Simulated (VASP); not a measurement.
# GaAsSe3 (R-3m) in VASP: relaxation of cell and atoms with PBE

Aim: the relaxation of cell and atoms of GaAsSe3 with PBE.

All numbers are computed with VASP 6.6.1; they aren't measurements. Logs are shortened: lines on timing, memory, paths and dates and some standing lists are left out, and cuts for length are marked.

## 1. The cell of the first run

The structure is trigonal, space group R-3m (No. 166). Conventional cell: a = 6.810 Å, b = 6.810 Å, c = 8.428 Å, α = 90.00°, β = 90.00°, γ = 120.00°. Within 3.2 Å of Ga (site symmetry -3m) lie 6 Se at 2.42 Å. Within 4.5 Å of As (site symmetry -3m) lie 12 Se at 3.40 to 3.43 Å and 8 Ga at 4.18 to 4.21 Å. Within 3.2 Å of Se (site symmetry 2/m) lie 2 Ga at 2.42 Å.

The cell was built from a structure type or drawn by symmetry, and may not be a known phase.

## 2. Relaxation of cell and atoms, PBE

INCAR

```
PREC = Accurate
ENCUT = 500
EDIFF = 1E-7
ISMEAR = 0
SIGMA = 0.15
LREAL = F
LASPH = T
NELM = 120
ALGO = Normal
ISIF = 3
LWAVE = F
LCHARG = F
GGA = PE
IBRION = 2
NSW = 36
EDIFFG = -0.08
GGA_COMPAT = F
NELMIN = 4
```

KPOINTS

```
regular mesh
0
Gamma
  3 3 3
```

POSCAR

```
GaAsSe3
1.0
    3.4049965000      1.9658756400      2.8093347100
   -3.4049965000      1.9658756400      2.8093347100
    0.0000000000     -3.9317512900      2.8093347100
Ga As Se
1 1 3
Direct
    0.5000000000      0.5000000000      0.5000000000
    0.0000000000      0.0000000000      0.0000000000
    0.0000000000      0.5000000000      0.5000000000
    0.5000000000      0.0000000000      0.5000000000
    0.5000000000      0.5000000000      0.0000000000
```

Potentials or basis: VASP PAW PBE potentials, release 64 (Ga_d, As, Se).

Started as:

```console
$ cat potpaw_PBE.64/Ga_d/POTCAR potpaw_PBE.64/As/POTCAR potpaw_PBE.64/Se/POTCAR > POTCAR
$ mpirun -np 1 vasp_std > vasp.out
```

OUTCAR:

```text
PREC = Accurate
   ENCUT = 500
   EDIFF = 1E-7
   ISMEAR = 0
   LREAL = F
   LASPH = T
   NELM = 120
   ISIF = 3
   GGA = PE
   IBRION = 2
   NSW = 36
   EDIFFG = -0.08
   NELMIN = 4

 ion  position               nearest neighbor table
   1  0.500  0.500  0.500-   3 2.42   4 2.42   4 2.42   3 2.42   5 2.42   5 2.42
   2  0.000  0.000  0.000-
   3  0.000  0.500  0.500-   1 2.42   1 2.42
   4  0.500  0.000  0.500-   1 2.42   1 2.42
   5  0.500  0.500  0.000-   1 2.42   1 2.42

  LATTYP: Found a trigonal (rhomboedric) cell.
 ALAT       =     4.8322903172
 COS(alpha) =     0.0069815928

  Lattice vectors:

 A1 = (   3.4049965000,   1.9658756400,   2.8093347100)
 A2 = (  -3.4049965000,   1.9658756400,   2.8093347100)
 A3 = (   0.0000000000,  -3.9317512900,   2.8093347100)

Analysis of symmetry for initial positions (statically):
=====================================================================
 Subroutine PRICEL returns:
 Original cell was already a primitive cell.

 Routine SETGRP: Setting up the symmetry group for a
 trigonal (rhombohedral) supercell.

 Subroutine GETGRP returns: Found 12 space group operations
 (whereof 12 operations were pure point group operations)
 out of a pool of 12 trial point group operations.

The static configuration has the point symmetry D_3d.

Analysis of symmetry for dynamics (positions and initial velocities):
=====================================================================
 Subroutine PRICEL returns:
 Original cell was already a primitive cell.

 Routine SETGRP: Setting up the symmetry group for a
 trigonal (rhombohedral) supercell.

 Subroutine GETGRP returns: Found 12 space group operations
 (whereof 12 operations were pure point group operations)
 out of a pool of 12 trial point group operations.

The dynamic configuration has the point symmetry D_3d.

 Subroutine INISYM returns: Found 12 space group operations
 (whereof 12 operations are pure point group operations),
 and found     1 'primitive' translations

----------------------------------------------------------------------------------------

                                     Primitive cell

  volume of cell :     112.8307

  direct lattice vectors                    reciprocal lattice vectors
     3.404996500  1.965875640  2.809334710     0.146843029  0.084779862  0.118652054
    -3.404996500  1.965875640  2.809334710    -0.146843029  0.084779862  0.118652054
     0.000000000 -3.931751290  2.809334710     0.000000000 -0.169559725  0.118652054

  length of vectors
     4.832290317  4.832290317  4.832290318     0.206951227  0.206951227  0.206951227

  position of ions in fractional coordinates (direct lattice)
     0.500000000  0.500000000  0.500000000
     0.000000000  0.000000000  0.000000000
     1.000000000  0.500000000  0.500000000
     0.500000000  1.000000000  0.500000000
     0.500000000  0.500000000  0.000000000

  ion indices of the primitive-cell ions
   primitive index   ion index
                 1           1
                 2           2
                 3           3
                 4           4
                 5           5

----------------------------------------------------------------------------------------

 KPOINTS: regular mesh

Automatic generation of k-mesh.
 Grid dimensions read from file:
 generate k-points for:    3    3    3

 Generating k-lattice:

  Cartesian coordinates                     Fractional coordinates (reciprocal lattice)
     0.048947676  0.028259954  0.039550685     0.333333333 -0.000000000 -0.000000000
    -0.048947676  0.028259954  0.039550685    -0.000000000  0.333333333 -0.000000000
     0.000000000 -0.056519908  0.039550685     0.000000000  0.000000000  0.333333333

  Length of vectors
     0.068983742  0.068983742  0.068983742

  Shift w.r.t. Gamma in fractional coordinates (k-lattice)
     0.000000000  0.000000000  0.000000000

 Subroutine IBZKPT returns following result:
 ===========================================

 Found      6 irreducible k-points:

 Following reciprocal coordinates:
            Coordinates               Weight
  0.000000  0.000000  0.000000      1.000000
  0.333333 -0.000000 -0.000000      6.000000
  0.333333  0.333333 -0.000000      6.000000
 -0.333333  0.333333  0.000000      6.000000
  0.333333  0.333333  0.333333      2.000000
 -0.333333  0.333333  0.333333      6.000000
   k-points           NKPTS =      6   k-points in BZ     NKDIM =      6   number of bands    NBANDS=     22
   number of dos      NEDOS =    301   number of ions     NIONS =      5
   total plane-waves  NPLWV =  46656
   dimension x,y,z NGX =    36 NGY =   36 NGZ =   36
   dimension x,y,z NGXF=    72 NGYF=   72 NGZF=   72
   ions per type =               1   1   3
   NGX,Y,Z   is equivalent  to a cutoff of  12.39, 12.39, 12.39 a.u.
   NGXF,Y,Z  is equivalent  to a cutoff of  24.77, 24.77, 24.77 a.u.
 SYSTEM =  unknown system
   PREC   = accura    normal or accurate (medium, high low for compatibility)
   ISTART =      0    job   : 0-new  1-cont  2-samecut
   ICHARG =      2    charge: 1-file 2-atom 10-const
   ISPIN  =      1    spin polarized calculation?
   LNONCOLLINEAR =      F non collinear calculations
   LSORBIT =      F    spin-orbit coupling
   LASPH  =      T    aspherical Exc in radial PAW
   ENCUT  =  500.0 eV  36.75 Ry    6.06 a.u.   8.81  8.81  8.81*2*pi/ulx,y,z
   NELM   =    120;   NELMIN=  4; NELMDL= -5     # of ELM steps
   EDIFF  = 0.1E-06   stopping-criterion for ELM
   LREAL  =      F    real-space projection
   EDIFFG = -.8E-01   stopping-criterion for IOM
   NSW    =     36    number of steps for IOM
   IBRION =      2    ionic relax: 0-MD 1-quasi-New 2-CG
   NFREE  =      1    steps in history (QN), initial steepest desc. (CG)
   ISIF   =      3    stress and relaxation
   ISYM   =      2    0-nonsym 1-usesym 2-fastsym
   POTIM  = 0.5000    time-step for ionic-motion
   TEBEG  =    0.0;   TEEND  =   0.0 temperature during run
   PSTRESS=    0.0 pullay stress
   NELECT =      36.0000    total number of electrons
   NUPDOWN=      -1.0000    fix difference up-down
   EMIN   =  10.00;   EMAX   =-10.00  energy-range for DOS
   EFERMI =   0.00;   METHOD = LEGACY
   ISMEAR =     0;   SIGMA  =   0.15  broadening in eV -4-tet -1-fermi 0-gaus
   EFERMI_NEDOS =   21; number of points for ismear=-14 and -15
   IALGO  =     38    algorithm
   IMIX   =      4    mixing-type and parameters
     AMIX     =   0.40;   BMIX     =  1.00
     AMIX_MAG =   1.60;   BMIX_MAG =  1.00
  volume/ion in A,a.u.               =      22.57       152.28
  Fermi-wavevector in a.u.,A,eV,Ry     =   1.118664  2.113969 17.026470  1.251410
  Thomas-Fermi vector in A             =   2.255297
   LORBIT       =      0    0 simple, 1 ext, 2 COOP (PROOUT), +10 PAW based schemes
   GGA     = PE    functional components
   LHFCALC =     F    Hartree Fock is set to
   AEXX    =    0.0000 exact exchange contribution
   IVDW    =     0    specifies the selected vdW correction
   LEPSILON=     F    determine dielectric tensor
   LRPA    =     F    only Hartree local field effects (RPA)
 conjugate gradient relaxation of ions
 non-spin polarized calculation
 Gauss-broadening in eV      SIGMA  =   0.15
  energy-cutoff  :      500.00
  volume of cell :      112.83
 maximum number of plane-waves:      2909
   NGX = 17   NGY = 17   NGZ = 17

--------------------------------------- Ionic step        1  -------------------------------------------

 number of electron      36.0000008 magnetization

 Free energy of the ion-electron system (eV)
  ---------------------------------------------------
  ext. energy  EPLUGINS =         0.00000000
  ---------------------------------------------------
  free energy    TOTEN  =       -15.00025061 eV

  energy without entropy =      -14.81522604  energy(sigma->0) =      -14.90773832

------------------------ aborting loop because EDIFF is reached ----------------------------------------

  FORCE on cell =-STRESS in cart. coord.  units (eV):
  Direction    XX          YY          ZZ          XY          YZ          ZX
  --------------------------------------------------------------------------------------
  -------------------------------------------------------------------------------------
  Total        3.1278755      3.1278755      3.8804536      0.0000000     -0.0000000      0.0000000
  in kB       44.4152995     44.4152993     55.1017806      0.0000000     -0.0000001      0.0000000
  external PRESSURE =      47.9774598 kB  Pullay stress =       0.0000000 kB
[... 98 lines left out ...]
  FREE ENERGIE OF THE ION-ELECTRON SYSTEM (eV)
  ---------------------------------------------------
  free  energy   TOTEN  =       -15.1329428660 eV

  energy  without entropy=      -14.9472381537  energy(sigma->0) =      -15.04009051

 E-fermi :   4.9911     XC(G=0):  -9.9952

 val. band max:        4.8695895380   @ k =  -0.3333   0.3333   0.0000
 cond. band min:       5.1102637086   @ k =   0.3333   0.3333  -0.0000
 fundamental gap:      0.2406741706
 Fermi energy:         4.9911006829

 k-point     1 :       0.0000    0.0000    0.0000
  band No.  band energies     occupation
      1     -12.4346      2.00000
      2      -9.4165      2.00000
      3      -9.4165      2.00000
      4      -9.3037      2.00000
      5      -9.3037      2.00000
      6      -9.2861      2.00000
[... 124 lines left out ...]
      6      -9.3036      2.00000
[... 14 lines left out ...]
     21       8.6834      0.00000
     22       8.6948      0.00000

[... ionic steps 4 to 18 ...]

--------------------------------------- Ionic step       19  -------------------------------------------

 number of electron      35.9999980 magnetization

------------------------ aborting loop because EDIFF is reached ----------------------------------------

  FORCE on cell =-STRESS in cart. coord.  units (eV):
  Direction    XX          YY          ZZ          XY          YZ          ZX
  --------------------------------------------------------------------------------------
  -------------------------------------------------------------------------------------
  Total       -0.3709934     -0.3709934      0.7290228      0.0000000     -0.0000000      0.0000000
  in kB       -4.8197358     -4.8197358      9.4710504      0.0000000     -0.0000000      0.0000000
  external PRESSURE =      -0.0561404 kB  Pullay stress =       0.0000000 kB
[... 63 lines left out ...]
  energy  without entropy=      -16.3114008075  energy(sigma->0) =      -16.33480272

--------------------------------------- Ionic step       21  -------------------------------------------

 number of electron      35.9999971 magnetization

 Free energy of the ion-electron system (eV)
  ---------------------------------------------------
  ext. energy  EPLUGINS =         0.00000000
  ---------------------------------------------------
  free energy    TOTEN  =       -16.36226396 eV

  energy without entropy =      -16.31042968  energy(sigma->0) =      -16.33634682

 E-fermi :   3.2904     XC(G=0):  -9.2913

 val. band max:        3.2535907327   @ k =   0.3333   0.3333  -0.0000
 cond. band min:       3.3187330635   @ k =  -0.3333   0.3333   0.0000
 fundamental gap:      0.0651423308
 Fermi energy:         3.2903697967

 k-point     1 :       0.0000    0.0000    0.0000
  band No.  band energies     occupation
      1     -12.0234      2.00000
      2     -11.4894      2.00000
      3     -11.4894      2.00000
      4     -11.3705      2.00000
      5     -11.3705      2.00000
      6     -11.2189      2.00000
[... 171 lines left out ...]
  FREE ENERGIE OF THE ION-ELECTRON SYSTEM (eV)
  ---------------------------------------------------
  free  energy   TOTEN  =       -16.3622639604 eV

  energy  without entropy=      -16.3104296784  energy(sigma->0) =      -16.33634682

 reached required accuracy - stopping structural energy minimisation
```

Run time: 2.7 min. Hardware: 1 thread of Intel Xeon 6975P-C (Granite Rapids), shared host; peak memory 0.21 GiB.

What came out:

* Free energy: -16.3623 eV
* Relaxed volume: 24.91 Å³/atom
* Relaxed cell: a = 5.398 Å, b = 5.398 Å, c = 5.398 Å, α = 65.51°, β = 65.51°, γ = 65.51°
* Space group after relaxing (to 0.1 Å): R-3m (No. 166)
* Pressure after relaxing: 0.0 GPa
* Band gap on the k mesh: zero (bands 18 and 19 overlap by 1.27 eV)

Stress tensor (GPa, compression positive):
```
 0.07  0.00  0.00
 0.00  0.07  0.00
 0.00  0.00 -0.08
```

Final structure:
```
CELL_PARAMETERS angstrom
2.92081 1.68633 4.21497
-2.92081 1.68633 4.21497
0.00000 -3.37267 4.21497
ATOMIC_POSITIONS crystal
Ga 0.50000 0.50000 0.50000
As 0.00000 0.00000 0.00000
Se 0.00000 0.50000 0.50000
Se 0.50000 0.00000 0.50000
Se 0.50000 0.50000 0.00000
```

Caveat: the k points lie up to 0.45 Å⁻¹ apart in the final cell, too coarse for converged energies and pressures of a metal.
